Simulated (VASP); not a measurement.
# Te in VASP: further runs

The runs below take Te through single point, relaxation of cell and atoms, with PBE.

Program: VASP 6.6.1. These are calculated values, not measurements. Logs are shortened: lines on timing, memory, paths and dates and some standing lists are left out, and cuts for length are marked.

**1. The cell of the first run**

The structure is orthorhombic, space group Cmmm (No. 65). Conventional cell: a = 6.124 Å, b = 9.141 Å, c = 6.923 Å, α = 90.00°, β = 90.00°, γ = 90.00°. Te (site symmetry 2) has 6 Te at 3.06 to 3.46 Å within 4.0 Å. Within 4.3 Å of Te (site symmetry mmm) lie 8 Te at 3.25 Å.

**2. Single point, PBE**

The input, INCAR:

```
SYSTEM = Te
ALGO = Normal ; EDIFF = 1E-6
ENCUT = 520 ; GGA = PE
ISIF = 2 ; ISMEAR = 0
LASPH = .True. ; LCHARG = .False.
LREAL = .False. ; LWAVE = .False.
NBANDS = 23 ; NELM = 80
PREC = Accurate ; SIGMA = 0.1
```

The input, KPOINTS:

```
k-points
0
Gamma
  4 4 4
  0 0 0
```

The input, POSCAR:

```
Te
1.0
    3.0622103696     -4.5705620324      0.0000000000
    3.0622103696      4.5705620324      0.0000000000
    0.0000000000      0.0000000000      6.9228625135
Te
5
Direct
    0.5000000000      0.0000000000      0.2500000000
    0.0000000000      0.5000000000      0.7500000000
    0.0000000000      0.5000000000      0.2500000000
    0.5000000000      0.0000000000      0.7500000000
    0.0000000000      0.0000000000      0.0000000000
```

Potentials or basis: VASP PAW PBE potentials, release 64 (Te).

The run is started by

```
cat potpaw_PBE.64/Te/POTCAR > POTCAR
mpirun -np 1 vasp_std > vasp.out
```

OUTCAR:

```text
SYSTEM = Te
   EDIFF = 1E-6
   ENCUT = 520
   GGA = PE
   ISIF = 2
   ISMEAR = 0
   LASPH = .True.
   LREAL = .False.
   NELM = 80
   PREC = Accurate

 ion  position               nearest neighbor table
   1  0.500  0.000  0.250-   3 3.06   3 3.06   5 3.25   5 3.25   4 3.46   4 3.46
   2  0.000  0.500  0.750-   4 3.06   4 3.06   5 3.25   5 3.25   3 3.46   3 3.46
   3  0.000  0.500  0.250-   1 3.06   1 3.06   5 3.25   5 3.25   2 3.46   2 3.46
   4  0.500  0.000  0.750-   2 3.06   2 3.06   5 3.25   5 3.25   1 3.46   1 3.46
   5  0.000  0.000  0.000-   1 3.25   2 3.25   3 3.25   4 3.25   2 3.25   3 3.25   1 3.25   4 3.25

  LATTYP: Found a base centered orthorhombic cell.
 ALAT       =     6.1244207392
 B/A-ratio  =     1.4925695758
 C/A-ratio  =     1.1303701702

  Lattice vectors:

 A1 = (   3.0622103696,  -4.5705620324,   0.0000000000)
 A2 = (   3.0622103696,   4.5705620324,   0.0000000000)
 A3 = (   0.0000000000,   0.0000000000,   6.9228625135)

Analysis of symmetry for initial positions (statically):
=====================================================================
 Subroutine PRICEL returns:
 Original cell was already a primitive cell.

 Routine SETGRP: Setting up the symmetry group for a
 base centered orthorhombic supercell.

 Subroutine GETGRP returns: Found  8 space group operations
 (whereof  8 operations were pure point group operations)
 out of a pool of  8 trial point group operations.

The static configuration has the point symmetry D_2h.

Analysis of symmetry for dynamics (positions and initial velocities):
=====================================================================
 Subroutine PRICEL returns:
 Original cell was already a primitive cell.

 Routine SETGRP: Setting up the symmetry group for a
 base centered orthorhombic supercell.

 Subroutine GETGRP returns: Found  8 space group operations
 (whereof  8 operations were pure point group operations)
 out of a pool of  8 trial point group operations.

The dynamic configuration has the point symmetry D_2h.

 Subroutine INISYM returns: Found  8 space group operations
 (whereof  8 operations are pure point group operations),
 and found     1 'primitive' translations

----------------------------------------------------------------------------------------

                                     Primitive cell

  volume of cell :     193.7851

  direct lattice vectors                    reciprocal lattice vectors
     3.062210370 -4.570562032  0.000000000     0.163280748 -0.109395737  0.000000000
     3.062210370  4.570562032  0.000000000     0.163280748  0.109395737  0.000000000
     0.000000000  0.000000000  6.922862514     0.000000000  0.000000000  0.144448918

  length of vectors
     5.501560655  5.501560655  6.922862514     0.196540148  0.196540148  0.144448918

  position of ions in fractional coordinates (direct lattice)
     0.500000000  0.000000000  0.250000000
     0.000000000  0.500000000  0.750000000
     0.000000000  0.500000000  0.250000000
     0.500000000  0.000000000  0.750000000
     0.000000000  0.000000000  0.000000000

  ion indices of the primitive-cell ions
   primitive index   ion index
                 1           1
                 2           2
                 3           3
                 4           4
                 5           5

----------------------------------------------------------------------------------------

 KPOINTS: k-points

Automatic generation of k-mesh.
 Grid dimensions read from file:
 generate k-points for:    4    4    4

 Generating k-lattice:

  Cartesian coordinates                     Fractional coordinates (reciprocal lattice)
     0.040820187 -0.027348934  0.000000000     0.250000000  0.000000000  0.000000000
     0.040820187  0.027348934  0.000000000     0.000000000  0.250000000  0.000000000
     0.000000000  0.000000000  0.036112230     0.000000000  0.000000000  0.250000000

  Length of vectors
     0.049135037  0.049135037  0.036112230

  Shift w.r.t. Gamma in fractional coordinates (k-lattice)
     0.000000000  0.000000000  0.000000000

 Subroutine IBZKPT returns following result:
 ===========================================

 Found     21 irreducible k-points:

 Following reciprocal coordinates:
            Coordinates               Weight
  0.000000  0.000000  0.000000      1.000000
  0.250000  0.000000  0.000000      4.000000
  0.500000  0.000000  0.000000      2.000000
  0.250000  0.250000  0.000000      2.000000
  0.500000  0.250000  0.000000      4.000000
 -0.250000  0.250000  0.000000      2.000000
[... 13 lines left out ...]
 -0.250000  0.250000  0.500000      2.000000
  0.500000  0.500000  0.500000      1.000000
   k-points           NKPTS =     21   k-points in BZ     NKDIM =     21   number of bands    NBANDS=     23
   number of dos      NEDOS =    301   number of ions     NIONS =      5
   total plane-waves  NPLWV =  95256
   dimension x,y,z NGX =    42 NGY =   42 NGZ =   54
[... 78 lines left out ...]
      1      -8.5929      2.00000
      2      -6.7563      2.00000
      3      -6.3888      2.00000
      4      -5.8138      2.00000
      5      -5.0370      2.00000
      6      -0.6321      2.00000
[... 15 lines left out ...]
     22       9.1399      0.00000
     23       9.3178      0.00000

 k-point     3 :       0.5000    0.0000    0.0000
  band No.  band energies     occupation
      1      -8.1226      2.00000
      2      -7.2038      2.00000
      3      -6.0723      2.00000
      4      -5.9954      2.00000
      5      -5.8412      2.00000
      6      -0.2410      2.00000
[... 15 lines left out ...]
     22      10.1952      0.00000
     23      10.3480      0.00000

 k-point     4 :       0.2500    0.2500    0.0000
  band No.  band energies     occupation
      1      -8.1508      2.00000
      2      -7.1155      2.00000
      3      -6.1276      2.00000
      4      -5.9346      2.00000
      5      -5.9268      2.00000
      6      -0.1542      2.00000
[... 15 lines left out ...]
     22       9.7912      0.00000
     23      10.2909      0.00000

 k-point     5 :       0.5000    0.2500    0.0000
  band No.  band energies     occupation
      1      -8.0735      2.00000
      2      -7.1947      2.00000
      3      -6.6129      2.00000
      4      -5.8615      2.00000
      5      -5.1543      2.00000
      6      -0.6442      2.00000
[... 15 lines left out ...]
     22       9.1309      0.00000
     23      10.4322      0.00000

 k-point     6 :      -0.2500    0.2500    0.0000
  band No.  band energies     occupation
      1      -8.5578      2.00000
      2      -6.9119      2.00000
      3      -6.4492      2.00000
      4      -5.6998      2.00000
      5      -4.5045      2.00000
      6      -1.1815      2.00000
[... 15 lines left out ...]
     22       8.9249      0.00000
     23       9.5281      0.00000

 k-point     7 :       0.5000    0.5000    0.0000
  band No.  band energies     occupation
      1      -7.9954      2.00000
      2      -7.2582      2.00000
      3      -6.8051      2.00000
      4      -5.8096      2.00000
      5      -4.5683      2.00000
      6      -0.7933      2.00000
[... 275 lines left out ...]
     22      10.3317      0.00000
     23      10.4636      0.00000

 k-point    18 :       0.2500    0.2500    0.5000
  band No.  band energies     occupation
      1      -8.0139      2.00000
      2      -6.7248      2.00000
      3      -6.6814      2.00000
      4      -6.4989      2.00000
      5      -5.5843      2.00000
      6       0.5544      2.00000
[... 15 lines left out ...]
     22      10.0427      0.00000
     23      10.5558      0.00000

 k-point    19 :       0.5000    0.2500    0.5000
  band No.  band energies     occupation
      1      -7.8633      2.00000
      2      -7.1698      2.00000
      3      -6.9512      2.00000
      4      -5.7279      2.00000
      5      -5.4849      2.00000
      6      -0.1859      2.00000
[... 15 lines left out ...]
     22       9.7125      0.00000
     23      10.4813      0.00000

 k-point    20 :      -0.2500    0.2500    0.5000
  band No.  band energies     occupation
      1      -8.3446      2.00000
      2      -7.4630      2.00000
      3      -6.2100      2.00000
      4      -5.2870      2.00000
      5      -5.1003      2.00000
      6      -0.6293      2.00000
[... 15 lines left out ...]
     22       9.1611      0.00000
     23       9.8647      0.00000

 k-point    21 :       0.5000    0.5000    0.5000
  band No.  band energies     occupation
      1      -7.6123      2.00000
      2      -7.3628      2.00000
      3      -7.2515      2.00000
      4      -5.4093      2.00000
      5      -5.1646      2.00000
      6      -1.0299      2.00000
[... 15 lines left out ...]
     22       9.7352      0.00000
     23       9.9660      0.00000

------------------------ aborting loop because EDIFF is reached ----------------------------------------

  FORCE on cell =-STRESS in cart. coord.  units (eV):
  Direction    XX          YY          ZZ          XY          YZ          ZX
  --------------------------------------------------------------------------------------
  -------------------------------------------------------------------------------------
  Total        0.9121860     -0.1311635     -1.8293214      0.0000000      0.0000000      0.0000000
  in kB        7.5417762     -1.0844344    -15.1244735      0.0000000      0.0000000      0.0000000
  external PRESSURE =      -2.8890439 kB  Pullay stress =       0.0000000 kB

 VOLUME and BASIS-vectors are now :
 -----------------------------------------------------------------------------
  energy-cutoff  :      520.00
  volume of cell :      193.79
      direct lattice vectors                 reciprocal lattice vectors
     3.062210370 -4.570562032  0.000000000     0.163280748 -0.109395737  0.000000000
     3.062210370  4.570562032  0.000000000     0.163280748  0.109395737  0.000000000
     0.000000000  0.000000000  6.922862514     0.000000000  0.000000000  0.144448918

 POSITION                                       TOTAL-FORCE (eV/Angst)
 -----------------------------------------------------------------------------------
      1.53111     -2.28528      1.73072         0.000000     -0.000000      0.353583
      1.53111      2.28528      5.19215         0.000000     -0.000000     -0.353583
      1.53111      2.28528      1.73072        -0.000000      0.000000      0.353583
      1.53111     -2.28528      5.19215         0.000000     -0.000000     -0.353583
      0.00000      0.00000      0.00000        -0.000000     -0.000000      0.000000
 -----------------------------------------------------------------------------------
    total drift:                               -0.000000     -0.000000     -0.000000

  FREE ENERGIE OF THE ION-ELECTRON SYSTEM (eV)
  ---------------------------------------------------
  free  energy   TOTEN  =       -14.3460160808 eV

  energy  without entropy=      -14.3294135254  energy(sigma->0) =      -14.33771480
```

It took 81 s on 1 thread of Intel Xeon Platinum 8259CL at 2.50GHz (Skylake/Cascade Lake), shared host; peak memory 0.31 GiB.

What came out:

| Quantity | Value |
| --- | --- |
| Free energy | -14.3460 eV |
| Pressure | -0.3 GPa |
| Largest force | 0.354 eV/Å |
| Band gap on the k mesh | zero (band 15 reaches 4.93 eV, above the bottom of band 16 at 3.34 eV) |

Forces in eV/Å, atoms in the order of the input:
```
Te   0.000  0.000  0.354
Te   0.000  0.000 -0.354
Te   0.000  0.000  0.354
Te   0.000  0.000 -0.354
Te   0.000  0.000  0.000
```

Caveat: spin-orbit coupling is left out, which moves the levels of the heavy elements.

**3. Single point, PBE**

This run uses another cell than the first one: it holds 4 atoms, not 5.

The input, INCAR:

```
SYSTEM = Te
  ALGO = Normal
  EDIFF = 1E-6
  ENCUT = 520
  GGA = PE
  ISIF = 2
  ISMEAR = 0
  LASPH = .True.
  LCHARG = .False.
  LREAL = .False.
  LWAVE = .False.
  NBANDS = 20
  NELM = 100
  PREC = Accurate
  SIGMA = 0.1
```

The input, KPOINTS:

```
k-points
0
Gamma
  4 2 6
  0 0 0
```

The input, POSCAR:

```
Te
1.0
    4.6119273758      0.0000000000      0.0000000000
    0.0000000000      6.5622966381      0.0000000000
    0.0000000000      0.0000000000      4.2928956091
Te
4
Direct
   -0.0002481764      0.2500000000      0.5001213088
    1.0002481764      0.7500000000      0.4998786912
    0.5002481764      0.7500000000      0.0001213088
    0.4997518236      0.2500000000      0.9998786912
```

Potentials or basis: VASP PAW PBE potentials, release 64 (Te).

The run is started by

```
cat potpaw_PBE.64/Te/POTCAR > POTCAR
mpirun -np 1 vasp_std > vasp.out
```

Run time: 25 s. Hardware: 1 thread of Intel Xeon Platinum 8488C (Sapphire Rapids), shared host; peak memory 0.24 GiB.

Results (log left out):

* Free energy: -12.7437 eV
* Pressure: 0.0 GPa
* Largest force: 0.006 eV/Å
* Band gap on the k mesh: zero (band 12 reaches 8.63 eV, above the bottom of band 13 at 4.78 eV)

Forces in eV/Å, atoms in the order of the input:
```
Te   0.002  0.000 -0.006
Te  -0.002  0.000  0.006
Te  -0.002  0.000 -0.006
Te   0.002  0.000  0.006
```

Stress tensor (GPa, compression positive):
```
-0.09  0.00  0.00
 0.00  0.10  0.00
 0.00  0.00  0.00
```

Levels at points of the mesh, in eV from the Fermi level:
```
           k point  band 9  band 10  band 11  band 12  band 13  band 14  band 15  band 16
(0.00, 0.00, 0.00)   -2.71    -2.36     0.75     1.50     1.83     2.34     2.64     2.98
(0.50, 0.00, 0.00)   -1.85    -1.85    -0.86    -0.86    -0.43    -0.43     2.00     2.00
(0.00, 0.50, 0.00)   -3.13    -3.13     0.23     0.23     2.01     2.01     2.34     2.34
(0.50, 0.50, 0.00)   -1.54    -1.54    -1.54    -1.54    -1.22    -1.22    -1.22    -1.22
(0.00, 0.00, 0.50)   -2.36    -2.36    -1.27    -1.27    -0.91    -0.91     2.10     2.10
(0.50, 0.00, 0.50)   -3.92    -3.92     2.26     2.26     2.32     2.32     3.03     3.03
(0.00, 0.50, 0.50)   -1.82    -1.82    -1.82    -1.82    -1.59    -1.59    -1.58    -1.58
(0.50, 0.50, 0.50)   -1.39    -1.39    -1.39    -1.39     3.53     3.53     3.53     3.53
```

Caveat: the k points lie up to 0.48 Å⁻¹ apart; spin-orbit coupling is left out, which moves the levels of the heavy elements.

**4. Relaxation of cell and atoms, PBE**

This run uses another cell than the first one: it holds 1 atom, not 5.

The input, INCAR:

```
PREC = Accurate
ENCUT = 600
EDIFF = 1E-6
ISMEAR = 0
SIGMA = 0.1
LREAL = False
LASPH = True
NELM = 100
ALGO = Normal
ISIF = 3
LWAVE = False
LCHARG = False
GGA = PE
IBRION = 2
NSW = 100
EDIFFG = -0.01
```

The input, KPOINTS:

```
Automatic mesh
0
Gamma
  18 18 16
```

The input, POSCAR:

```
Te
1.0
    2.1332543045     -2.3323176821      0.0000000000
    2.1332543045      2.3323176821      0.0000000000
    0.0000000000      0.0000000000      3.2772000039
Te
1
Direct
    0.5000000000      0.5000000000      0.5000000000
```

The run is started by

```
cat potpaw_PBE.64/Te/POTCAR > POTCAR
mpirun -np 1 vasp_std > vasp.out
```

Wall time 6.7 min (1 thread of Intel Xeon 6975P-C (Granite Rapids), shared host); peak memory 0.37 GiB.

It converged, with:

```
Free energy                            : -3.0997 eV
Relaxed volume                         : 32.75 Å³/atom
Relaxed cell                           : a = 3.187 Å, b = 3.187 Å, c = 3.224 Å, α = 90.00°, β = 90.00°, γ = 90.10°
Space group after relaxing (to 0.05 Å) : Pm-3m (No. 221)
Energy gained by relaxing              : 6.2 meV/atom
Ionic steps                            : 12
Pressure after relaxing                : 0.0 GPa
Band gap on the k mesh                 : zero (band 3 reaches 8.97 eV, above the bottom of band 4 at 3.55 eV)
```

The path:
```tsv
step	energy change (eV)	largest force (eV/Å)	pressure (GPa)	volume (Å³)
1	0.0000	0.0000	0.15	32.61
2	-0.0031	0.0000	-0.14	32.75
3	-0.0037	0.0000	-0.33	32.87
4	-0.0037	0.0000	-0.31	32.85
5	-0.0044	0.0000	0.19	32.55
6	-0.0044	0.0000	0.20	32.54
7	-0.0051	0.0000	0.16	32.59
8	-0.0059	0.0000	0.07	32.68
9	-0.0061	0.0000	-0.13	32.84
10	-0.0062	0.0000	-0.07	32.80
11	-0.0062	0.0000	0.14	32.67
12	-0.0062	0.0000	0.00	32.75
```

Final structure:
```
CELL_PARAMETERS angstrom
2.25164 -2.25570 0.00000
2.25164 2.25570 0.00000
0.00000 0.00000 3.22424
ATOMIC_POSITIONS crystal
Te 0.50000 0.50000 0.50000
```

Levels at points of the mesh, in eV from the Fermi level:
```tsv
k point	band 1	band 2	band 3	band 4	band 5	band 6
(0.00, 0.00, 0.00)	-13.60	1.00	1.26	1.27	5.95	6.09
(0.50, 0.00, 0.00)	-11.85	-5.97	2.39	2.65	7.81	9.40
(0.50, 0.50, 0.00)	-10.06	-4.40	-4.38	2.18	3.72	10.76
(0.00, 0.00, 0.50)	-11.97	-5.90	2.55	2.56	7.79	9.40
(0.50, 0.00, 0.50)	-10.19	-4.48	-4.30	2.18	3.88	10.83
(0.50, 0.50, 0.50)	-8.30	-3.04	-3.02	-2.84	4.38	4.49
```

Caveat: spin-orbit coupling is left out, which moves the levels of the heavy elements.

**5. Single point, PBE**

This run uses another cell than the first one, of 38.40 Å³/atom, 0.991 times its volume.

The input, INCAR:

```
SYSTEM = Te
ALGO = Normal
EDIFF = 1E-6
ENCUT = 520
GGA = PE
ISIF = 2
ISMEAR = 0
LASPH = .True.
LCHARG = .False.
LREAL = .False.
LWAVE = .False.
NBANDS = 23
NELM = 60
PREC = Accurate
SIGMA = 0.1
```

The input, KPOINTS:

```
k-points
0
Gamma
  8 8 6
  0 0 0
```

The input, POSCAR:

```
Te
1.0
    3.1509417145     -4.8109952469      0.0000000000
    3.1509417145      4.8109952469      0.0000000000
    0.0000000000      0.0000000000      6.3329125639
Te
5
Direct
    0.5000000000      0.0000000000      0.2633218513
    0.0000000000      0.5000000000      0.7366781487
    0.0000000000      0.5000000000      0.2633218513
    0.5000000000      0.0000000000      0.7366781487
    0.0000000000      0.0000000000      0.0000000000
```

The run is started by

```
cat potpaw_PBE.64/Te/POTCAR > POTCAR
mpirun -np 1 vasp_std > vasp.out
```

Wall time 4 min (1 thread of Intel Xeon Platinum 8259CL at 2.50GHz (Skylake/Cascade Lake), shared host); peak memory 0.48 GiB.

It converged, with:

```yaml
Free_energy: -14.5367 eV
Pressure: 0.0 GPa
Largest_force: 0.006 eV/Å
Band_gap_on_the_k_mesh: zero (band 15 reaches 5.13 eV, above the bottom of band 16 at 3.32 eV)
```

Forces in eV/Å, atoms in the order of the input:
```
Te   0.000  0.000 -0.006
Te   0.000  0.000  0.006
Te   0.000  0.000 -0.006
Te   0.000  0.000  0.006
Te   0.000  0.000  0.000
```

Levels at points of the mesh, in eV from the Fermi level:
```tsv
k point	band 13	band 14	band 15	band 16	band 17	band 18
(0.00, 0.00, 0.00)	-1.34	-0.52	-0.01	0.60	2.18	2.24
(0.50, 0.00, 0.00)	-1.26	-0.57	-0.56	-0.51	0.57	1.13
(0.50, 0.50, 0.00)	-0.63	-0.48	0.33	1.57	2.06	2.12
(0.00, 0.00, 0.50)	-1.61	-1.31	-1.15	-0.16	1.43	1.75
(0.50, 0.00, 0.50)	-1.69	-1.61	-1.43	-1.33	-0.57	0.41
(0.50, 0.50, 0.50)	-1.24	-0.72	-0.61	0.35	0.45	0.69
```

Caveat: spin-orbit coupling is left out, which moves the levels of the heavy elements.

**6. The runs side by side**

```csv
task,cell,k mesh,cutoff (eV),gap on the mesh (eV),pressure (GPa),largest force (eV/Å)
single point,"a = 5.502, b = 5.502, c = 6.923 Å, angles 90.0, 90.0, 112.4°, 5 atoms",4 × 4 × 4,520,none,-0.3,0.35
single point,"a = 4.612, b = 6.562, c = 4.293 Å, 4 atoms",4 × 2 × 6,520,none,0.0,0.01
relaxation of cell and atoms,"relaxed from a = 3.161, b = 3.161, c = 3.277 Å, angles 90.0, 90.0, 95.1°, 1 atom",18 × 18 × 16,600,none,0.0,-
single point,"a = 5.751, b = 5.751, c = 6.333 Å, angles 90.0, 90.0, 113.6°, 5 atoms",8 × 8 × 6,520,none,0.0,0.01
```

Alike in all rows: level PBE; potentials or basis VASP PAW PBE potentials, release 64 (Te); no spin polarisation; smearing gaussian 0.1 eV.

Caveats: some runs use coarse meshes; spin-orbit coupling is left out, which moves the levels of the heavy elements.

Absolute energies hang on the potentials; compare differences alone.
